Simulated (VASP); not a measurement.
# Zn (R-3m) in VASP: a series of runs

Runs on Zn. Level: PBE. Tasks: single point.

Everything below comes from runs of VASP 6.6.1. Logs are shortened: lines on timing, memory, paths and dates and some standing lists are left out, and cuts for length are marked.

## 1. The cell of the first run

The structure is trigonal, space group R-3m (No. 166). Conventional cell: a = 2.194 Å, b = 2.194 Å, c = 9.745 Å, α = 90.00°, β = 90.00°, γ = 120.00°. Within 2.9 Å of Zn (site symmetry -3m) lie 6 Zn at 2.19 Å.

## 2. Single point, PBE (13.54 Å³/atom)

Input file INCAR:

```
PREC = Accurate
ENCUT = 520
EDIFF = 1E-6
ISMEAR = 0
SIGMA = 0.15
LREAL = False
LASPH = True
NELM = 80
ALGO = Fast
ISIF = 2
LWAVE = False
LCHARG = False
GGA = PE
NBANDS = 12
```

Input file KPOINTS:

```
regular mesh
0
Gamma
  22 22 22
```

Input file POSCAR:

```
Zn
1.0
    0.8410887267      2.3925312869      2.3925312869
    2.3925312869      0.8410887267      2.3925312869
    2.3925312869      2.3925312869      0.8410887267
Zn
1
Direct
    0.0000000000      0.0000000000      0.0000000000
```

Potentials or basis: VASP PAW PBE potentials, release 64 (Zn).

Started as:

```sh
$ cat potpaw_PBE.64/Zn/POTCAR > POTCAR
$ mpirun -np 1 vasp_std > vasp.out
```

OUTCAR:

```text
PREC = Accurate
   ENCUT = 520
   EDIFF = 1E-6
   ISMEAR = 0
   LREAL = False
   LASPH = True
   NELM = 80
   ISIF = 2
   GGA = PE

 ion  position               nearest neighbor table
   1  0.000  0.000  0.000-

  LATTYP: Found a trigonal (rhomboedric) cell.
 ALAT       =     3.4865229332
 COS(alpha) =     0.8019903529

  Lattice vectors:

 A1 = (   0.8410887267,   2.3925312869,   2.3925312869)
 A2 = (   2.3925312869,   0.8410887267,   2.3925312869)
 A3 = (   2.3925312869,   2.3925312869,   0.8410887267)

Analysis of symmetry for initial positions (statically):
=====================================================================
 Subroutine PRICEL returns:
 Original cell was already a primitive cell.

 Routine SETGRP: Setting up the symmetry group for a
 trigonal (rhombohedral) supercell.

 Subroutine GETGRP returns: Found 12 space group operations
 (whereof 12 operations were pure point group operations)
 out of a pool of 12 trial point group operations.

The static configuration has the point symmetry D_3d.

Analysis of symmetry for dynamics (positions and initial velocities):
=====================================================================
 Subroutine PRICEL returns:
 Original cell was already a primitive cell.

 Routine SETGRP: Setting up the symmetry group for a
 trigonal (rhombohedral) supercell.

 Subroutine GETGRP returns: Found 12 space group operations
 (whereof 12 operations were pure point group operations)
 out of a pool of 12 trial point group operations.

The dynamic configuration has the point symmetry D_3d.

 Subroutine INISYM returns: Found 12 space group operations
 (whereof 12 operations are pure point group operations),
 and found     1 'primitive' translations

----------------------------------------------------------------------------------------

                                     Primitive cell

  volume of cell :      13.5420

  direct lattice vectors                    reciprocal lattice vectors
     0.841088727  2.392531287  2.392531287    -0.370460472  0.274100935  0.274100935
     2.392531287  0.841088727  2.392531287     0.274100935 -0.370460472  0.274100935
     2.392531287  2.392531287  0.841088727     0.274100935  0.274100935 -0.370460472

  length of vectors
     3.486522933  3.486522933  3.486522933     0.536193628  0.536193628  0.536193628

  position of ions in fractional coordinates (direct lattice)
     0.000000000  0.000000000  0.000000000

  ion indices of the primitive-cell ions
   primitive index   ion index
                 1           1

----------------------------------------------------------------------------------------

 KPOINTS: regular mesh

Automatic generation of k-mesh.
 Grid dimensions read from file:
 generate k-points for:   22   22   22

 Generating k-lattice:

  Cartesian coordinates                     Fractional coordinates (reciprocal lattice)
    -0.016839112  0.012459133  0.012459133     0.045454545  0.000000000  0.000000000
     0.012459133 -0.016839112  0.012459133     0.000000000  0.045454545  0.000000000
     0.012459133  0.012459133 -0.016839112     0.000000000  0.000000000  0.045454545

  Length of vectors
     0.024372438  0.024372438  0.024372438

  Shift w.r.t. Gamma in fractional coordinates (k-lattice)
     0.000000000  0.000000000  0.000000000

 Subroutine IBZKPT returns following result:
 ===========================================

 Found   1024 irreducible k-points:

 Following reciprocal coordinates:
            Coordinates               Weight
  0.000000  0.000000  0.000000      1.000000
  0.045455  0.000000  0.000000      6.000000
  0.090909  0.000000  0.000000      6.000000
  0.136364  0.000000  0.000000      6.000000
  0.181818  0.000000  0.000000      6.000000
  0.227273  0.000000  0.000000      6.000000
[... 16 lines left out ...]
  0.500000  0.045455  0.000000     12.000000
 -0.454545  0.045455 -0.000000     12.000000
 [... further k-points ...]
   k-points           NKPTS =   1024   k-points in BZ     NKDIM =   1024   number of bands    NBANDS=     12
   number of dos      NEDOS =    301   number of ions     NIONS =      1
   total plane-waves  NPLWV =  21952
   dimension x,y,z NGX =    28 NGY =   28 NGZ =   28
   dimension x,y,z NGXF=    56 NGYF=   56 NGZF=   56
   ions per type =               1
   NGX,Y,Z   is equivalent  to a cutoff of  13.35, 13.35, 13.35 a.u.
   NGXF,Y,Z  is equivalent  to a cutoff of  26.70, 26.70, 26.70 a.u.
 SYSTEM =  unknown system
   PREC   = accura    normal or accurate (medium, high low for compatibility)
   ISTART =      0    job   : 0-new  1-cont  2-samecut
   ICHARG =      2    charge: 1-file 2-atom 10-const
   ISPIN  =      1    spin polarized calculation?
   LNONCOLLINEAR =      F non collinear calculations
   LSORBIT =      F    spin-orbit coupling
   LASPH  =      T    aspherical Exc in radial PAW
   ENCUT  =  520.0 eV  38.22 Ry    6.18 a.u.   6.48  6.48  6.48*2*pi/ulx,y,z
   NELM   =     80;   NELMIN=  2; NELMDL= -5     # of ELM steps
   EDIFF  = 0.1E-05   stopping-criterion for ELM
   LREAL  =      F    real-space projection
   EDIFFG = 0.1E-04   stopping-criterion for IOM
   NSW    =      0    number of steps for IOM
   IBRION =     -1    ionic relax: 0-MD 1-quasi-New 2-CG
   NFREE  =      0    steps in history (QN), initial steepest desc. (CG)
   ISIF   =      2    stress and relaxation
   ISYM   =      2    0-nonsym 1-usesym 2-fastsym
   POTIM  = 0.5000    time-step for ionic-motion
   TEBEG  =    0.0;   TEEND  =   0.0 temperature during run
   PSTRESS=    0.0 pullay stress
   NELECT =      12.0000    total number of electrons
   NUPDOWN=      -1.0000    fix difference up-down
   EMIN   =  10.00;   EMAX   =-10.00  energy-range for DOS
   EFERMI =   0.00;   METHOD = LEGACY
   ISMEAR =     0;   SIGMA  =   0.15  broadening in eV -4-tet -1-fermi 0-gaus
   EFERMI_NEDOS =   21; number of points for ismear=-14 and -15
   IALGO  =     68    algorithm
   IMIX   =      4    mixing-type and parameters
     AMIX     =   0.40;   BMIX     =  1.00
     AMIX_MAG =   1.60;   BMIX_MAG =  1.00
  volume/ion in A,a.u.               =      13.54        91.39
  Fermi-wavevector in a.u.,A,eV,Ry     =   1.572441  2.971482 33.641359  2.472570
  Thomas-Fermi vector in A             =   2.673875
   LORBIT       =      0    0 simple, 1 ext, 2 COOP (PROOUT), +10 PAW based schemes
   GGA     = PE    functional components
   LHFCALC =     F    Hartree Fock is set to
   AEXX    =    0.0000 exact exchange contribution
   IVDW    =     0    specifies the selected vdW correction
   LEPSILON=     F    determine dielectric tensor
   LRPA    =     F    only Hartree local field effects (RPA)
 non-spin polarized calculation
 RMM-DIIS sequential band-by-band and
 Gauss-broadening in eV      SIGMA  =   0.15
  energy-cutoff  :      520.00
  volume of cell :       13.54
 maximum number of plane-waves:       373
 NGX is ok and might be reduce to    28
   NGX = 13   NGY = 13   NGZ = 13

 number of electron      12.0000003 magnetization

 Free energy of the ion-electron system (eV)
  ---------------------------------------------------
  ext. energy  EPLUGINS =         0.00000000
  ---------------------------------------------------
  free energy    TOTEN  =         0.03953808 eV

  energy without entropy =        0.04173703  energy(sigma->0) =        0.04063756

 E-fermi :   3.5020     XC(G=0): -11.8255

 val. band max:        3.4922774480   @ k =  -0.4091   0.3636   0.2727
 cond. band min:       3.5081891158   @ k =   0.4545   0.4091   0.1818
 fundamental gap:      0.0159116678
 Fermi energy:         3.5019924661

 k-point     1 :       0.0000    0.0000    0.0000
  band No.  band energies     occupation
      1      -8.4136      2.00000
      2      -5.2484      2.00000
      3      -5.0020      2.00000
      4      -5.0020      2.00000
      5      -3.6507      2.00000
      6      -3.6507      2.00000
      7       6.1249      0.00000
      8      11.4864      0.00000
      9      31.7538      0.00000
     10      36.5079      0.00000
     11      36.5080      0.00000
     12      37.6529      0.00000

 k-point     2 :       0.0455    0.0000    0.0000
  band No.  band energies     occupation
      1      -8.3196      2.00000
      2      -5.2187      2.00000
      3      -5.0259      2.00000
      4      -4.9655      2.00000
      5      -3.7024      2.00000
      6      -3.6578      2.00000
      7       6.2263      0.00000
      8      11.5793      0.00000
      9      31.0288      0.00000
     10      34.7923      0.00000
     11      35.1423      0.00000
     12      38.5852      0.00000

 k-point     3 :       0.0909    0.0000    0.0000
  band No.  band energies     occupation
      1      -8.0437      2.00000
      2      -5.1308      2.00000
      3      -5.0909      2.00000
      4      -4.8581      2.00000
      5      -3.8473      2.00000
      6      -3.6785      2.00000
      7       6.5183      0.00000
      8      11.8613      0.00000
      9      28.8856      0.00000
     10      33.3216      0.00000
     11      33.4465      0.00000
     12      36.1448      0.00000
[... 286 lines left out ...]
 k-point    23 :       0.5000    0.0455    0.0000
  band No.  band energies     occupation
      1      -6.7882      2.00000
      2      -5.5247      2.00000
      3      -4.0233      2.00000
      4      -4.0061      2.00000
      5      -3.1208      2.00000
      6       1.9876      2.00000
      7       7.0682      0.00000
      8      12.8916      0.00000
      9      17.5194      0.00000
     10      22.7933      0.00000
     11      23.7500      0.00000
     12      26.5565      0.00000

 k-point    24 :      -0.4545    0.0455   -0.0000
  band No.  band energies     occupation
      1      -6.7888      2.00000
      2      -5.5215      2.00000
      3      -4.0232      2.00000
      4      -4.0090      2.00000
      5      -3.1216      2.00000
      6       1.9222      2.00000
      7       7.1509      0.00000
      8      13.2531      0.00000
      9      17.1657      0.00000
     10      22.0391      0.00000
     11      23.8691      0.00000
     12      27.1343      0.00000

 [... further k-points ...]

------------------------ aborting loop because EDIFF is reached ----------------------------------------

  FORCE on cell =-STRESS in cart. coord.  units (eV):
  Direction    XX          YY          ZZ          XY          YZ          ZX
  --------------------------------------------------------------------------------------
  -------------------------------------------------------------------------------------
  Total        5.4245153      5.4245153      5.4245153     -2.8148003     -2.8148003     -2.8148003
  in kB      641.7837436    641.7837436    641.7837436   -333.0238725   -333.0238725   -333.0238725
  external PRESSURE =     641.7837436 kB  Pullay stress =       0.0000000 kB

 VOLUME and BASIS-vectors are now :
 -----------------------------------------------------------------------------
  energy-cutoff  :      520.00
  volume of cell :       13.54
      direct lattice vectors                 reciprocal lattice vectors
     0.841088727  2.392531287  2.392531287    -0.370460472  0.274100935  0.274100935
     2.392531287  0.841088727  2.392531287     0.274100935 -0.370460472  0.274100935
     2.392531287  2.392531287  0.841088727     0.274100935  0.274100935 -0.370460472

 POSITION                                       TOTAL-FORCE (eV/Angst)
 -----------------------------------------------------------------------------------
      0.00000      0.00000      0.00000         0.000000     -0.000000      0.000000
 -----------------------------------------------------------------------------------
    total drift:                               -0.000000     -0.000000     -0.000000

  FREE ENERGIE OF THE ION-ELECTRON SYSTEM (eV)
  ---------------------------------------------------
  free  energy   TOTEN  =         0.0395380846 eV

  energy  without entropy=        0.0417370332  energy(sigma->0) =        0.04063756
```

It took 9.6 min on 1 thread of Intel Xeon 8259CL, shared host; peak memory 0.3 GiB.

Results:

| Item | Value |
| --- | --- |
| Free energy | 0.0395 eV |
| Pressure | 64.2 GPa |
| Band gap on the k mesh | zero (bands 6 and 7 overlap by 8.99 eV) |

Caveat: the cell stands under pressure.

## 3. Single point, PBE (13.54 Å³/atom)

Input file INCAR:

```
PREC = Accurate ; ENCUT = 520
EDIFF = 1E-7 ; ISMEAR = 0
SIGMA = 0.15 ; LREAL = F
LASPH = T ; NELM = 80
ALGO = Fast ; ISIF = 2
LWAVE = F ; LCHARG = T
GGA = PE ; LELF = T
LVHAR = T ; NBANDS = 12
```

KPOINTS is that of step 2.

Input file POSCAR:

```
Zn
1.0
   -0.6897742124      1.6171629528      1.6171629528
    1.6171629528     -0.6897742124      1.6171629528
    1.6171629528      1.6171629528     -0.6897742124
Zn
1
Direct
    0.0000000000      0.0000000000      0.0000000000
```

Potentials or basis: VASP PAW PBE potentials, release 64 (Zn).

Started as:

```sh
$ cat potpaw_PBE.64/Zn/POTCAR > POTCAR
$ mpirun -np 1 vasp_std > vasp.out
```

Run time: 2.7 min. Hardware: 1 thread of Intel Xeon 8259CL, shared host; peak memory 0.26 GiB.

The run converged. Its results:

```
Free energy            : -0.5711 eV
Pressure               : 30.0 GPa
Band gap on the k mesh : zero (bands 6 and 7 overlap by 7.57 eV)
```

Stress tensor (GPa, compression positive):
```
30.02  2.69  2.69
 2.69 30.02  2.69
 2.69  2.69 30.02
```

Levels at points of the mesh, in eV from the Fermi level:
```csv
k point,band 4,band 5,band 6,band 7,band 8,band 9
"(0.00, 0.00, 0.00)",-7.13,-7.13,-7.10,14.90,14.90,15.00
"(0.50, 0.00, 0.00)",-7.62,-7.07,-4.13,-2.59,19.94,19.97
"(0.50, 0.50, 0.00)",-7.54,-6.68,0.54,2.15,4.26,7.15
"(0.50, 0.50, 0.50)",-6.65,-6.65,4.89,7.73,7.73,10.21
```

Caveat: the cell stands under pressure.

## 4. Single point, PBE (13.54 Å³/atom)

Input file INCAR:

```
SYSTEM = Zn
  PREC = Accurate
  ENCUT = 520
  EDIFF = 1E-6
  ISMEAR = 0
  SIGMA = 0.15
  LREAL = .FALSE.
  LASPH = .TRUE.
  NELM = 60
  ALGO = Fast
  ISIF = 2
  LWAVE = .FALSE.
  LCHARG = .FALSE.
  GGA = PE
  NBANDS = 12
```

Input file KPOINTS:

```
regular mesh
0
G
  22 22 22
  0 0 0
```

Input file POSCAR:

```
Zn
1.0
   -0.2424014639      1.7787335880      1.7787335880
    1.7787335880     -0.2424014639      1.7787335880
    1.7787335880      1.7787335880     -0.2424014639
Zn
1
Direct
    0.0000000000      0.0000000000      0.0000000000
```

Started as:

```sh
$ cat potpaw_PBE.64/Zn/POTCAR > POTCAR
$ mpirun -np 1 vasp_std > vasp.out
```

Run time: 3 min. Hardware: 1 thread of Intel Xeon 8259CL, shared host; peak memory 0.26 GiB.

Results (log left out):

```
Free energy            : -0.9592 eV
Pressure               : 15.3 GPa
Band gap on the k mesh : zero (bands 6 and 7 overlap by 4.02 eV)
```

Stress tensor (GPa, compression positive):
```
15.31  5.71  5.71
 5.71 15.31  5.71
 5.71  5.71 15.31
```

Levels at points of the mesh, in eV from the Fermi level:
```
           k point  band 2  band 3  band 4  band 5  band 6  band 7  band 8  band 9  band 10  band 11
(0.00, 0.00, 0.00)   -8.20   -8.20   -7.44   -7.28   -7.28   17.45   17.45   17.64    20.41    20.41
(0.50, 0.00, 0.00)   -8.23   -7.45   -7.25   -7.01   -3.69   -1.84   16.96   17.15    20.03    22.11
(0.50, 0.50, 0.00)   -8.65   -7.17   -7.03   -6.80   -1.02    2.54    6.48   11.12    12.69    17.33
(0.50, 0.50, 0.50)   -8.00   -8.00   -6.87   -6.87   -1.45    2.11   13.12   13.12    15.82    17.44
```

Caveat: the cell stands under pressure.

## 5. Single point, PBE (14.35 Å³/atom)

This run uses another cell than the first one, of 14.35 Å³/atom.

INCAR, as its differences from that of step 4:

```diff
@@ -3,3 +3,3 @@
   ENCUT = 520
-  EDIFF = 1E-6
+  EDIFF = 1E-7
   ISMEAR = 0
@@ -8,3 +8,3 @@
   LASPH = .TRUE.
-  NELM = 60
+  NELM = 80
   ALGO = Fast
```

KPOINTS is that of step 4.

Input file POSCAR:

```
Zn
1.0
   -0.9174731052      1.5952339567      1.5952339567
    1.5952339567     -0.9174731052      1.5952339567
    1.5952339567      1.5952339567     -0.9174731052
Zn
1
Direct
    0.0000000000      0.0000000000      0.0000000000
```

Started as:

```sh
$ cat potpaw_PBE.64/Zn/POTCAR > POTCAR
$ mpirun -np 1 vasp_std > vasp.out
```

It took 2.7 min on 1 thread of Intel Xeon 8259CL, shared host; peak memory 0.27 GiB.

It converged, with:

```
Free energy            : -0.6976 eV
Pressure               : 20.7 GPa
Band gap on the k mesh : zero (bands 6 and 7 overlap by 8.41 eV)
```

Stress tensor (GPa, compression positive):
```
20.74 -2.08 -2.08
-2.08 20.74 -2.08
-2.08 -2.08 20.74
```

Levels at points of the mesh, in eV from the Fermi level:
```tsv
k point	band 2	band 3	band 4	band 5	band 6	band 7	band 8	band 9	band 10	band 11
(0.00, 0.00, 0.00)	-8.72	-8.72	-7.04	-7.00	-7.00	14.30	14.46	14.46	17.50	17.50
(0.50, 0.00, 0.00)	-8.54	-7.49	-7.48	-6.97	-3.80	-2.64	19.05	19.09	21.83	22.72
(0.50, 0.50, 0.00)	-8.30	-7.44	-7.37	-6.61	0.56	2.23	3.82	7.03	24.58	26.15
(0.50, 0.50, 0.50)	-8.46	-8.23	-6.59	-6.59	5.77	5.77	7.68	11.23	11.23	11.85
```

Caveat: the cell stands under pressure.

## 6. Summary

| cell | further INCAR settings | gap on the mesh (eV) | pressure (GPa) |
| --- | --- | --- | --- |
| a = 3.487 Å, angles 36.7°, 1 atom | ALGO = Fast; EDIFF = 1e-06; NBANDS = 12 | none | 64.2 |
| a = 2.389 Å, angles 86.1°, 1 atom | ALGO = Fast; EDIFF = 1e-07; NBANDS = 12 | none | 30.0 |
| a = 2.527 Å, angles 68.9°, 1 atom | ALGO = Fast; EDIFF = 1e-06; NBANDS = 12 | none | 15.3 |
| a = 2.435 Å, angles 93.7°, 1 atom | ALGO = Fast; EDIFF = 1e-07; NBANDS = 12 | none | 20.7 |

Alike in all rows: task single point; level PBE; potentials or basis VASP PAW PBE potentials, release 64 (Zn); no spin polarisation; k mesh 22 × 22 × 22; cutoff (eV) 520; smearing gaussian 0.15 eV.

Caveats: the cell stands under pressure.

Absolute energies hang on the potentials; compare differences alone.

The gap in the log of VASP goes by the Fermi energy; the results here count the filled bands.